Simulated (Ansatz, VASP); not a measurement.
## One calculation of Mo, two programs

Contents of INCAR:

```
PREC = Accurate
ENCUT = 520
EDIFF = 1E-7
ISMEAR = 0
SIGMA = 0.1
LREAL = F
LASPH = T
NELM = 60
ALGO = Normal
ISIF = 2
LWAVE = F
LCHARG = T
GGA = PE
LELF = T
LVHAR = T
NBANDS = 13
```

KPOINTS

```
Automatic mesh
0
Gamma
  8 8 8
```

The input POSCAR:

```
Mo
1.0
   -1.5838089700      1.5838089700      1.5838089700
    1.5838089700     -1.5838089700      1.5838089700
    1.5838089700      1.5838089700     -1.5838089700
Mo
1
Direct
    0.0000000000      0.0000000000      0.0000000000
```

Input for Ansatz:

```yaml
crystal:
  lattice:
    - [-1.58380897, 1.58380897, 1.58380897]
    - [1.58380897, -1.58380897, 1.58380897]
    - [1.58380897, 1.58380897, -1.58380897]
  atoms:
    - { symbol: Mo, position: [0.0, 0.0, 0.0] }
basis:
  ecutwfc: 420
kpoints:
  mp_grid: { grid: [8, 8, 8] }
hamiltonian:
  xc: pbe
  pseudopotentials: { kind: paw, azcp: { folder: soft_1 } }
scf:
  occupations: { method: gaussian, width: 0.1 }
output:
  forces: true
  stress: true
  eigenvalues: true
```

Alike in both runs: task single point; functional PBE; k mesh 8 × 8 × 8; occupations gaussian, width 0.1 eV; no spin polarisation.

|  | VASP | Ansatz |
| --- | --- | --- |
| version | VASP 6.6.1 | Ansatz 0.2.0 |
| potentials or method | VASP PAW PBE potentials, release 64 (Mo_sv), cutoff 520 eV | scalar-relativistic, plane waves, PAW |
| valence electrons in the cell | 14 | 14 |

```tsv
	VASP	Ansatz	Ansatz less VASP
gap on the k mesh at the Fermi level (eV)	none	none	-
pressure (GPa)	-0.6	-1.0	-0.48
```

A gap of «none» marks a metal or a gap that the smearing closes. With one functional, cell and mesh, what is left measures potentials, basis and numerics.
